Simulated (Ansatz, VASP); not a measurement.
## Zr2C3: VASP beside Ansatz

INCAR

```
SYSTEM = Zr2C3
PREC     = Accurate       ! precision mode
ENCUT    = 520            ! plane-wave cutoff, eV
EDIFF    = 1E-7           ! SCF threshold, eV
ISMEAR   = 0              ! smearing method
SIGMA    = 0.1            ! smearing width, eV
LREAL    = .False.        ! projectors in reciprocal space
LASPH    = .True.         ! aspherical terms in the spheres
NELM     = 80             ! most SCF steps
ALGO     = Normal         ! electronic algorithm
ISIF     = 2              ! what is computed and relaxed
LWAVE    = .False.        ! write WAVECAR
LCHARG   = .False.        ! write CHGCAR
GGA      = PE             ! functional
NBANDS   = 47             ! bands
```

File KPOINTS:

```
regular mesh
0
Gamma
  6 6 6
  0 0 0
```

Contents of POSCAR:

```
Zr2C3
1.0
    2.6122489041      1.5081826079      4.7546852885
   -2.6122489041      1.5081826079      4.7546852885
    0.0000000000     -3.0163652160      4.7546852885
Zr C
4 6
Direct
    0.8521800000      0.8521800000      0.8521800000
    0.6478200000      0.6478200000      0.6478200000
    0.1478200000      0.1478200000      0.1478200000
    0.3521800000      0.3521800000      0.3521800000
    0.0562500000      0.4437500000      0.7500000000
    0.7500000000      0.0562500000      0.4437500000
    0.4437500000      0.7500000000      0.0562500000
    0.9437500000      0.5562500000      0.2500000000
    0.2500000000      0.9437500000      0.5562500000
    0.5562500000      0.2500000000      0.9437500000
```

Input for Ansatz:

```yaml
crystal:
  lattice:
    - [2.6122489041, 1.5081826079, 4.7546852885]
    - [-2.6122489041, 1.5081826079, 4.7546852885]
    - [0.0, -3.016365216, 4.7546852885]
  atoms:
    - { symbol: Zr, position: [0.85218, 0.85218, 0.85218] }
    - { symbol: Zr, position: [0.64782, 0.64782, 0.64782] }
    - { symbol: Zr, position: [0.14782, 0.14782, 0.14782] }
    - { symbol: Zr, position: [0.35218, 0.35218, 0.35218] }
    - { symbol: C, position: [0.05625, 0.44375, 0.75] }
    - { symbol: C, position: [0.75, 0.05625, 0.44375] }
    - { symbol: C, position: [0.44375, 0.75, 0.05625] }
    - { symbol: C, position: [0.94375, 0.55625, 0.25] }
    - { symbol: C, position: [0.25, 0.94375, 0.55625] }
    - { symbol: C, position: [0.55625, 0.25, 0.94375] }
basis:
  ecutwfc: 420
kpoints:
  mp_grid: { grid: [6, 6, 6] }
hamiltonian:
  xc: pbe
scf:
  occupations: { method: gaussian, width: 0.1 }
  lower_state_search: "off"
output:
  forces: true
  stress: true
  eigenvalues: true
```

Alike in both runs: task single point; functional PBE; k mesh 6 × 6 × 6; occupations gaussian, width 0.1 eV; no spin polarisation.

```csv
,VASP,Ansatz
version,VASP 6.6.1,Ansatz 0.2.0
potentials or method,"VASP PAW PBE potentials, release 64 (Zr_sv, C), cutoff 520 eV","scalar-relativistic, plane waves, PAW"
valence electrons in the cell,72,72
```

|  | VASP | Ansatz | Ansatz less VASP |
| --- | --- | --- | --- |
| gap on the k mesh at the Fermi level (eV) | none | none | - |
| rms of the force components (eV/Å) | 0.855 | 0.855 | 0.0000 |

Atom by atom the forces differ by 0.001 eV/Å (rms over components). A gap of «none» marks a metal or a gap that the smearing closes. With one functional, cell and mesh, what is left measures potentials, basis and numerics.
